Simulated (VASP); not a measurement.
# Rh (P6_3/mmc) in VASP: single point with r2SCAN

Aim: the single point of Rh with r2SCAN.

Everything below comes from runs of VASP 6.6.1. Logs are shortened: lines on timing, memory, paths and dates and some standing lists are left out, and cuts for length are marked.

### 1 The cell of the first run

It takes space group P6_3/mmc (No. 194, hexagonal). Conventional cell: a = 2.731 Å, b = 2.731 Å, c = 4.428 Å, α = 90.00°, β = 90.00°, γ = 120.00°. Rh (site symmetry -6m2) has 12 Rh at 2.72 to 2.73 Å within 3.6 Å.

This isn't the form of Rh at room conditions, which is fcc.

### 2 Single point, r2SCAN

Input file POSCAR:

```
Rh
1.0
    2.7309790000      0.0000000000      0.0000000000
   -1.3654895000      2.3650971912      0.0000000000
    0.0000000000      0.0000000000      4.4284890000
Rh
2
Direct
    0.6666666667      0.3333333333      0.7500000000
    0.3333333333      0.6666666667      0.2500000000
```

Input file INCAR.step1:

```
ALGO     = Normal         # electronic algorithm
EDIFF    = 1E-5           # SCF threshold, eV
ENCUT    = 550            # plane-wave cutoff, eV
GGA      = PE             # functional
GGA_COMPAT= F            
ISMEAR   = 1              # smearing method
LASPH    = T              # aspherical terms in the spheres
LCHARG   = F              # write CHGCAR
LREAL    = F              # projectors in reciprocal space
LWAVE    = T              # write WAVECAR
NBANDS   = 22             # bands
NELM     = 120            # most SCF steps
PREC     = Accurate       # precision mode
SIGMA    = 0.15           # smearing width, eV
```

Input file INCAR.step2:

```
ALGO     = Normal         # electronic algorithm
EDIFF    = 1E-6           # SCF threshold, eV
ENCUT    = 550            # plane-wave cutoff, eV
GGA_COMPAT= F            
ISIF     = 2              # what is computed and relaxed
ISMEAR   = 1              # smearing method
ISTART   = 1            
LASPH    = T              # aspherical terms in the spheres
LCHARG   = F              # write CHGCAR
LMIXTAU  = T            
LREAL    = F              # projectors in reciprocal space
LWAVE    = F              # write WAVECAR
METAGGA  = R2SCAN         # meta-GGA
NBANDS   = 22             # bands
NELM     = 120            # most SCF steps
PREC     = Accurate       # precision mode
SIGMA    = 0.15           # smearing width, eV
```

Input file KPOINTS:

```
k-points
0
Gamma
  11 11 6
```

Potentials or basis: VASP PAW PBE potentials, release 64 (Rh_pv).

Run with:

```
> cat potpaw_PBE.64/Rh_pv/POTCAR > POTCAR
> cp INCAR.step1 INCAR
> mpirun -np 1 vasp_std > vasp.out
> cp INCAR.step2 INCAR
> mpirun -np 1 vasp_std > vasp.out
```

OUTCAR:

```text
EDIFF = 1E-6
   ENCUT = 550
   ISIF = 2
   ISMEAR = 1
   ISTART = 1
   LASPH = T
   LREAL = F
   METAGGA = R2SCAN
   NELM = 120
   PREC = Accurate

 ion  position               nearest neighbor table
   1  0.667  0.333  0.750-   2 2.72   2 2.72   2 2.72   2 2.72   2 2.72   2 2.72
   2  0.333  0.667  0.250-   1 2.72   1 2.72   1 2.72   1 2.72   1 2.72   1 2.72

  LATTYP: Found a hexagonal cell.
 ALAT       =     2.7309790000
 C/A-ratio  =     1.6215756328

  Lattice vectors:

 A1 = (   2.7309790000,   0.0000000000,   0.0000000000)
 A2 = (  -1.3654895000,   2.3650971912,   0.0000000000)
 A3 = (   0.0000000000,   0.0000000000,   4.4284890000)

Analysis of symmetry for initial positions (statically):
=====================================================================
 Subroutine PRICEL returns:
 Original cell was already a primitive cell.

 Routine SETGRP: Setting up the symmetry group for a
 hexagonal supercell.

 Subroutine GETGRP returns: Found 24 space group operations
 (whereof 12 operations were pure point group operations)
 out of a pool of 24 trial point group operations.

The static configuration has the point symmetry D_3d.
 The point group associated with its full space group is D_6h.

Analysis of symmetry for dynamics (positions and initial velocities):
=====================================================================
 Subroutine PRICEL returns:
 Original cell was already a primitive cell.

 Routine SETGRP: Setting up the symmetry group for a
 hexagonal supercell.

 Subroutine GETGRP returns: Found 24 space group operations
 (whereof 12 operations were pure point group operations)
 out of a pool of 24 trial point group operations.

The dynamic configuration has the point symmetry D_3d.
 The point group associated with its full space group is D_6h.

 Subroutine INISYM returns: Found 24 space group operations
 (whereof 12 operations are pure point group operations),
 and found     1 'primitive' translations

----------------------------------------------------------------------------------------

                                     Primitive cell

  volume of cell :      28.6037

  direct lattice vectors                    reciprocal lattice vectors
     2.730979000  0.000000000  0.000000000     0.366169055  0.211407803  0.000000000
    -1.365489500  2.365097191  0.000000000     0.000000000  0.422815605  0.000000000
     0.000000000  0.000000000  4.428489000     0.000000000  0.000000000  0.225810655

[... 81 lines left out ...]
   ENCUT  =  550.0 eV  40.42 Ry    6.36 a.u.   5.22  5.22  8.47*2*pi/ulx,y,z
   NELM   =    120;   NELMIN=  2; NELMDL=  0     # of ELM steps
   EDIFF  = 0.1E-05   stopping-criterion for ELM
   LREAL  =      F    real-space projection
   EDIFFG = 0.1E-04   stopping-criterion for IOM
   NSW    =      0    number of steps for IOM
   IBRION =     -1    ionic relax: 0-MD 1-quasi-New 2-CG
   NFREE  =      0    steps in history (QN), initial steepest desc. (CG)
   ISIF   =      2    stress and relaxation
   ISYM   =      2    0-nonsym 1-usesym 2-fastsym
   POTIM  = 0.5000    time-step for ionic-motion
   TEBEG  =    0.0;   TEEND  =   0.0 temperature during run
   PSTRESS=    0.0 pullay stress
   NELECT =      30.0000    total number of electrons
   NUPDOWN=      -1.0000    fix difference up-down
   EMIN   =  10.00;   EMAX   =-10.00  energy-range for DOS
   EFERMI =   0.00;   METHOD = LEGACY
   ISMEAR =     1;   SIGMA  =   0.15  broadening in eV -4-tet -1-fermi 0-gaus
   EFERMI_NEDOS =   21; number of points for ismear=-14 and -15
   IALGO  =     38    algorithm
   IMIX   =      4    mixing-type and parameters
     AMIX     =   0.40;   BMIX     =  1.00
     AMIX_MAG =   1.60;   BMIX_MAG =  1.00
  volume/ion in A,a.u.               =      14.30        96.51
  Fermi-wavevector in a.u.,A,eV,Ry     =   1.663314  3.143208 37.642067  2.766614
  Thomas-Fermi vector in A             =   2.750053
   LORBIT       =      0    0 simple, 1 ext, 2 COOP (PROOUT), +10 PAW based schemes
   METAGGA = R2SCAN    functional components
   LHFCALC =     F    Hartree Fock is set to
   AEXX    =    0.0000 exact exchange contribution
   IVDW    =     0    specifies the selected vdW correction
   LEPSILON=     F    determine dielectric tensor
   LRPA    =     F    only Hartree local field effects (RPA)
 non-spin polarized calculation
 Methfessel and Paxton  Order N= 1 SIGMA  =   0.15
  energy-cutoff  :      550.00
  volume of cell :       28.60
 maximum number of plane-waves:       849
 NGX is ok and might be reduce to    24
   NGX = 11   NGY = 11   NGZ = 17

 number of electron      29.9999999 magnetization

 Free energy of the ion-electron system (eV)
  ---------------------------------------------------
  ext. energy  EPLUGINS =         0.00000000
  ---------------------------------------------------
  free energy    TOTEN  =       -48.14866306 eV

  energy without entropy =      -48.14854596  energy(sigma->0) =      -48.14862403

 E-fermi :  11.1077     XC(G=0): -14.9142

 val. band max:       11.1038739407   @ k =   0.1818   0.0000   0.3333
 cond. band min:      11.1100326234   @ k =   0.3636  -0.0000   0.0000
 fundamental gap:      0.0061586828
 Fermi energy:        11.1076694079

 k-point     1 :       0.0000    0.0000    0.0000
  band No.  band energies     occupation
      1     -37.3818      2.00000
      2     -36.7711      2.00000
      3     -36.7711      2.00000
      4     -36.6829      2.00000
      5     -36.6713      2.00000
      6     -36.6713      2.00000
[... 589 lines left out ...]
     21      27.7218      0.00000
     22      28.4820      0.00000

 [... further k-points ...]

------------------------ aborting loop because EDIFF is reached ----------------------------------------

  FORCE on cell =-STRESS in cart. coord.  units (eV):
  Direction    XX          YY          ZZ          XY          YZ          ZX
  --------------------------------------------------------------------------------------
  -------------------------------------------------------------------------------------
  Total       -1.5012182     -1.5012182     -1.7481401      0.0000000      0.0000000      0.0000000
  in kB      -84.0875079    -84.0875079    -97.9183046      0.0000000      0.0000000      0.0000000
  external PRESSURE =     -88.6977734 kB  Pullay stress =       0.0000000 kB

 VOLUME and BASIS-vectors are now :
 -----------------------------------------------------------------------------
  energy-cutoff  :      550.00
  volume of cell :       28.60
      direct lattice vectors                 reciprocal lattice vectors
     2.730979000  0.000000000  0.000000000     0.366169055  0.211407803  0.000000000
    -1.365489500  2.365097191  0.000000000     0.000000000  0.422815605  0.000000000
     0.000000000  0.000000000  4.428489000     0.000000000  0.000000000  0.225810655

 POSITION                                       TOTAL-FORCE (eV/Angst)
 -----------------------------------------------------------------------------------
      1.36549      0.78837      3.32137        -0.000000      0.000000      0.000000
     -0.00000      1.57673      1.10712         0.000000     -0.000000      0.000000
 -----------------------------------------------------------------------------------
    total drift:                               -0.000000      0.000000     -0.000000

  FREE ENERGIE OF THE ION-ELECTRON SYSTEM (eV)
  ---------------------------------------------------
  free  energy   TOTEN  =       -48.1486630629 eV

  energy  without entropy=      -48.1485459647  energy(sigma->0) =      -48.14862403
```

Wall time 48 s (1 thread of Intel Xeon 6975P-C (Granite Rapids), shared host); peak memory 0.18 GiB.

What came out:

```
Free energy            : -48.1487 eV
Pressure               : -8.9 GPa
Band gap on the k mesh : zero (bands 15 and 16 overlap by 2.28 eV)
```

Levels at points of the mesh, in eV from the Fermi level:
| k point | band 12 | band 13 | band 14 | band 15 | band 16 | band 17 | band 18 | band 19 |
| --- | --- | --- | --- | --- | --- | --- | --- | --- |
| (0.00, 0.00, 0.00) | -2.45 | -2.45 | -1.85 | -1.85 | 0.14 | 0.14 | 0.91 | 8.65 |
| (0.00, 0.00, 0.50) | -3.06 | -3.06 | -3.06 | -0.43 | -0.43 | -0.43 | -0.43 | 15.35 |

Caveat: the cell stands under tension; the PAW data sets were made with another functional, which shifts forces and pressure a little.
